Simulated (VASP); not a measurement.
# AgBr (Fm-3m) in VASP: notebook, part 3 of 3

VASP 6.6.1. Earlier steps stand in the parts before.

## Step 5: Single point, RPBE+D4

This run uses another cell than the first one, of 22.70 Å³/atom, 0.960 times its volume.

Input file INCAR:

```
PREC = Accurate ; ENCUT = 500
EDIFF = 1E-6 ; ISMEAR = -1
SIGMA = 0.05 ; LREAL = False
LASPH = True ; NELM = 120
ALGO = Normal ; ISIF = 2
LWAVE = False ; LCHARG = False
GGA = RP ; IVDW = 13
NBANDS = 16 ; GGA_COMPAT = False
```

Input file KPOINTS:

```
regular mesh
0
Gamma
  8 8 8
```

Input file POSCAR:

```
AgBr
1.0
    0.0000000000      2.8313594341      2.8313594341
    2.8313594341      0.0000000000      2.8313594341
    2.8313594341      2.8313594341      0.0000000000
Ag Br
1 1
Direct
    0.0000000000      0.0000000000      0.0000000000
    0.5000000000      0.5000000000      0.5000000000
```

Potentials or basis: VASP PAW PBE potentials, release 64 (Ag, Br).

Started as:

```
> cat potpaw_PBE.64/Ag/POTCAR potpaw_PBE.64/Br/POTCAR > POTCAR
> mpirun -np 1 vasp_std > vasp.out
```

OUTCAR:

```text
PREC = Accurate
   ENCUT = 500
   EDIFF = 1E-6
   ISMEAR = -1
   LREAL = False
   LASPH = True
   NELM = 120
   ISIF = 2
   GGA = RP
   IVDW = 13

 ion  position               nearest neighbor table
   1  0.000  0.000  0.000-   2 2.83   2 2.83   2 2.83   2 2.83   2 2.83   2 2.83
   2  0.500  0.500  0.500-   1 2.83   1 2.83   1 2.83   1 2.83   1 2.83   1 2.83

  LATTYP: Found a face centered cubic cell.
 ALAT       =     5.6627188682

  Lattice vectors:

 A1 = (   0.0000000000,   2.8313594341,   2.8313594341)
 A2 = (   2.8313594341,   0.0000000000,   2.8313594341)
 A3 = (   2.8313594341,   2.8313594341,   0.0000000000)

Analysis of symmetry for initial positions (statically):
=====================================================================
 Subroutine PRICEL returns:
 Original cell was already a primitive cell.

 Routine SETGRP: Setting up the symmetry group for a
 face centered cubic supercell.

 Subroutine GETGRP returns: Found 48 space group operations
 (whereof 48 operations were pure point group operations)
 out of a pool of 48 trial point group operations.

The static configuration has the point symmetry O_h .

Analysis of symmetry for dynamics (positions and initial velocities):
=====================================================================
 Subroutine PRICEL returns:
 Original cell was already a primitive cell.

 Routine SETGRP: Setting up the symmetry group for a
 face centered cubic supercell.

 Subroutine GETGRP returns: Found 48 space group operations
 (whereof 48 operations were pure point group operations)
 out of a pool of 48 trial point group operations.

The dynamic configuration has the point symmetry O_h .

 Subroutine INISYM returns: Found 48 space group operations
 (whereof 48 operations are pure point group operations),
 and found     1 'primitive' translations

----------------------------------------------------------------------------------------

                                     Primitive cell

  volume of cell :      45.3957

  direct lattice vectors                    reciprocal lattice vectors
     0.000000000  2.831359434  2.831359434    -0.176593616  0.176593616  0.176593616
     2.831359434  0.000000000  2.831359434     0.176593616 -0.176593616  0.176593616
     2.831359434  2.831359434  0.000000000     0.176593616  0.176593616 -0.176593616

  length of vectors
     4.004146912  4.004146912  4.004146912     0.305869115  0.305869115  0.305869115

  position of ions in fractional coordinates (direct lattice)
     0.000000000  0.000000000  0.000000000
     0.500000000  0.500000000  0.500000000

  ion indices of the primitive-cell ions
   primitive index   ion index
                 1           1
                 2           2

----------------------------------------------------------------------------------------

 KPOINTS: regular mesh

Automatic generation of k-mesh.
 Grid dimensions read from file:
 generate k-points for:    8    8    8

 Generating k-lattice:

  Cartesian coordinates                     Fractional coordinates (reciprocal lattice)
    -0.022074202  0.022074202  0.022074202     0.125000000  0.000000000  0.000000000
     0.022074202 -0.022074202  0.022074202     0.000000000  0.125000000  0.000000000
     0.022074202  0.022074202 -0.022074202     0.000000000  0.000000000  0.125000000

  Length of vectors
     0.038233639  0.038233639  0.038233639

  Shift w.r.t. Gamma in fractional coordinates (k-lattice)
     0.000000000  0.000000000  0.000000000

 Subroutine IBZKPT returns following result:
 ===========================================

 Found     29 irreducible k-points:

 Following reciprocal coordinates:
            Coordinates               Weight
  0.000000  0.000000  0.000000      1.000000
  0.125000  0.000000  0.000000      8.000000
  0.250000  0.000000  0.000000      8.000000
  0.375000  0.000000  0.000000      8.000000
  0.500000  0.000000  0.000000      4.000000
  0.125000  0.125000  0.000000      6.000000
[... 16 lines left out ...]
  0.500000  0.250000  0.125000     48.000000
 -0.375000  0.250000  0.125000     24.000000
 [... further k-points ...]
   k-points           NKPTS =     29   k-points in BZ     NKDIM =     29   number of bands    NBANDS=     16
   number of dos      NEDOS =    301   number of ions     NIONS =      2
   total plane-waves  NPLWV =  27000
   dimension x,y,z NGX =    30 NGY =   30 NGZ =   30
   dimension x,y,z NGXF=    60 NGYF=   60 NGZF=   60
   ions per type =               1   1
   NGX,Y,Z   is equivalent  to a cutoff of  12.46, 12.46, 12.46 a.u.
   NGXF,Y,Z  is equivalent  to a cutoff of  24.91, 24.91, 24.91 a.u.
 SYSTEM =  unknown system
   PREC   = accura    normal or accurate (medium, high low for compatibility)
   ISTART =      0    job   : 0-new  1-cont  2-samecut
   ICHARG =      2    charge: 1-file 2-atom 10-const
   ISPIN  =      1    spin polarized calculation?
   LNONCOLLINEAR =      F non collinear calculations
   LSORBIT =      F    spin-orbit coupling
   LASPH  =      T    aspherical Exc in radial PAW
   ENCUT  =  500.0 eV  36.75 Ry    6.06 a.u.   7.30  7.30  7.30*2*pi/ulx,y,z
   NELM   =    120;   NELMIN=  2; NELMDL= -5     # of ELM steps
   EDIFF  = 0.1E-05   stopping-criterion for ELM
   LREAL  =      F    real-space projection
   EDIFFG = 0.1E-04   stopping-criterion for IOM
   NSW    =      0    number of steps for IOM
   IBRION =     -1    ionic relax: 0-MD 1-quasi-New 2-CG
   NFREE  =      0    steps in history (QN), initial steepest desc. (CG)
   ISIF   =      2    stress and relaxation
   ISYM   =      2    0-nonsym 1-usesym 2-fastsym
   POTIM  = 0.5000    time-step for ionic-motion
   TEBEG  =    0.0;   TEEND  =   0.0 temperature during run
   PSTRESS=    0.0 pullay stress
   NELECT =      18.0000    total number of electrons
   NUPDOWN=      -1.0000    fix difference up-down
   EMIN   =  10.00;   EMAX   =-10.00  energy-range for DOS
   EFERMI =   0.00;   METHOD = LEGACY
   ISMEAR =    -1;   SIGMA  =   0.05  broadening in eV -4-tet -1-fermi 0-gaus
   EFERMI_NEDOS =   21; number of points for ismear=-14 and -15
   IALGO  =     38    algorithm
   IMIX   =      4    mixing-type and parameters
     AMIX     =   0.40;   BMIX     =  1.00
     AMIX_MAG =   1.60;   BMIX_MAG =  1.00
  volume/ion in A,a.u.               =      22.70       153.17
  Fermi-wavevector in a.u.,A,eV,Ry     =   1.202709  2.272791 19.680958  1.446510
  Thomas-Fermi vector in A             =   2.338483
   LORBIT       =      0    0 simple, 1 ext, 2 COOP (PROOUT), +10 PAW based schemes
   GGA     = RP    functional components
   LHFCALC =     F    Hartree Fock is set to
   AEXX    =    0.0000 exact exchange contribution
   IVDW    =    13    specifies the selected vdW correction
   LEPSILON=     F    determine dielectric tensor
   LRPA    =     F    only Hartree local field effects (RPA)
 non-spin polarized calculation
  energy-cutoff  :      500.00
  volume of cell :       45.40
 maximum number of plane-waves:      1174
 NGX is ok and might be reduce to    30
   NGX = 15   NGY = 15   NGZ = 15

 number of electron      17.9999997 magnetization

 Free energy of the ion-electron system (eV)
  ---------------------------------------------------
  ext. energy  EPLUGINS =         0.00000000
  ---------------------------------------------------
  free energy    TOTEN  =        -4.14841556 eV

  energy without entropy =       -4.14841157  energy(sigma->0) =       -4.14841357

 E-fermi :   4.7405     XC(G=0):  -9.8751

 val. band max:        4.2538059292   @ k =   0.5000   0.0000   0.0000
 cond. band min:       5.0832306610   @ k =   0.0000   0.0000   0.0000
 fundamental gap:      0.8294247317
 Fermi energy:         4.7404726532

 k-point     1 :       0.0000    0.0000    0.0000
  band No.  band energies     occupation
      1     -11.0714      2.00000
      2       1.3003      2.00000
      3       1.3003      2.00000
      4       1.3003      2.00000
      5       1.3003      2.00000
      6       1.3003      2.00000
[... 8 lines left out ...]
     15      16.3546      0.00000
     16      16.3546      0.00000
[... 419 lines left out ...]
 k-point    24 :      -0.3750    0.2500    0.1250
  band No.  band energies     occupation
      1     -10.5362      2.00000
      2      -0.8740      2.00000
      3      -0.0862      2.00000
      4      -0.0506      2.00000
      5       1.5844      2.00000
      6       1.6423      2.00000
[... 8 lines left out ...]
     15      17.0825      0.00000
     16      18.7529      0.00000

 [... further k-points ...]

------------------------ aborting loop because EDIFF is reached ----------------------------------------

  DFT-D4 for vdW energy calculation

  Edisp (eV):   -1.55071

  FORCE on cell =-STRESS in cart. coord.  units (eV):
  Direction    XX          YY          ZZ          XY          YZ          ZX
  --------------------------------------------------------------------------------------
  -------------------------------------------------------------------------------------
  Total       0.48612     0.48612     0.48612    -0.00000     0.00000     0.00000
  in kB      17.15694    17.15694    17.15694    -0.00000     0.00000     0.00000
  external pressure =       17.16 kB  Pullay stress =        0.00 kB

 VOLUME and BASIS-vectors are now :
 -----------------------------------------------------------------------------
  energy-cutoff  :      500.00
  volume of cell :       45.40
      direct lattice vectors                 reciprocal lattice vectors
     0.000000000  2.831359434  2.831359434    -0.176593616  0.176593616  0.176593616
     2.831359434  0.000000000  2.831359434     0.176593616 -0.176593616  0.176593616
     2.831359434  2.831359434  0.000000000     0.176593616  0.176593616 -0.176593616

 POSITION                                       TOTAL-FORCE (eV/Angst)
 -----------------------------------------------------------------------------------
      0.00000      0.00000      0.00000        -0.000000      0.000000     -0.000000
      2.83136      2.83136      2.83136         0.000000     -0.000000      0.000000
 -----------------------------------------------------------------------------------
    total drift:                               -0.000000      0.000000      0.000000

  FREE ENERGIE OF THE ION-ELECTRON SYSTEM (eV)
  ---------------------------------------------------
  free  energy   TOTEN  =        -5.6991225376 eV

  energy  without entropy=       -5.6991185549  energy(sigma->0) =       -5.69912055
```

OSZICAR:

```text
N       E                     dE             d eps       ncg     rms          rms(c)
DAV:   1     0.949253500094E+02    0.94925E+02   -0.84637E+03   976   0.978E+02
DAV:   2    -0.105414973387E+01   -0.95979E+02   -0.89556E+02  1152   0.211E+02
DAV:   3    -0.423411865831E+01   -0.31800E+01   -0.31744E+01  1112   0.399E+01
DAV:   4    -0.425099491710E+01   -0.16876E-01   -0.16876E-01  1208   0.317E+00
DAV:   5    -0.425116507598E+01   -0.17016E-03   -0.17016E-03  1088   0.303E-01    0.659E+00
DAV:   6    -0.415133129396E+01    0.99834E-01   -0.13558E-01  1120   0.531E+00    0.430E+00
DAV:   7    -0.414742691025E+01    0.39044E-02   -0.71789E-02  1008   0.178E+00    0.148E+00
DAV:   8    -0.414818899827E+01   -0.76209E-03   -0.43037E-03  1080   0.676E-01    0.250E-01
DAV:   9    -0.414833408052E+01   -0.14508E-03   -0.73414E-04  1112   0.225E-01    0.330E-02
DAV:  10    -0.414839491318E+01   -0.60833E-04   -0.49035E-05  1136   0.756E-02    0.181E-02
DAV:  11    -0.414841527577E+01   -0.20363E-04   -0.33959E-05  1056   0.427E-02    0.597E-03
DAV:  12    -0.414841555736E+01   -0.28159E-06   -0.10444E-06   792   0.731E-03
   1 F= -.56991225E+01 E0= -.56991205E+01  d E =-.398269E-05
```

It took 17 s on 1 thread of Intel Xeon Platinum 8488C (Sapphire Rapids), shared host; peak memory 0.18 GiB.

What came out:

| Property | Result |
| --- | --- |
| Free energy | -5.6991 eV |
| Pressure | 1.7 GPa |
| Band gap on the k mesh | 0.83 eV, indirect (least direct gap 2.92 eV) |
| Dispersion energy per atom | -0.775 eV |

Caveat: the PAW data sets were made with another functional, which shifts forces and pressure a little.

## Step 6: Summary

| level | cell | smearing | gap on the mesh (eV) | pressure (GPa) |
| --- | --- | --- | --- | --- |
| PBE | a = 4.059 Å, angles 60.0°, 2 atoms | gaussian 0.03 eV | 0.67 | 2.3 |
| RPBE+D4 | a = 3.976 Å, angles 60.0°, 2 atoms | fermi-dirac 0.05 eV | 0.83 | 2.9 |
| BLYP | a = 3.976 Å, angles 60.0°, 2 atoms | fermi-dirac 0.05 eV | 0.76 | 10.6 |
| RPBE+D4 | a = 4.004 Å, angles 60.0°, 2 atoms | fermi-dirac 0.05 eV | 0.83 | 1.7 |

Alike in all rows: task single point; potentials or basis VASP PAW PBE potentials, release 64 (Ag, Br); no spin polarisation; k mesh 8 × 8 × 8; cutoff (eV) 500.

Caveats: the PAW data sets were made with another functional, which shifts forces and pressure a little (some runs).

Total energies depend on the potentials used, so only differences within one code and one set of settings carry meaning.
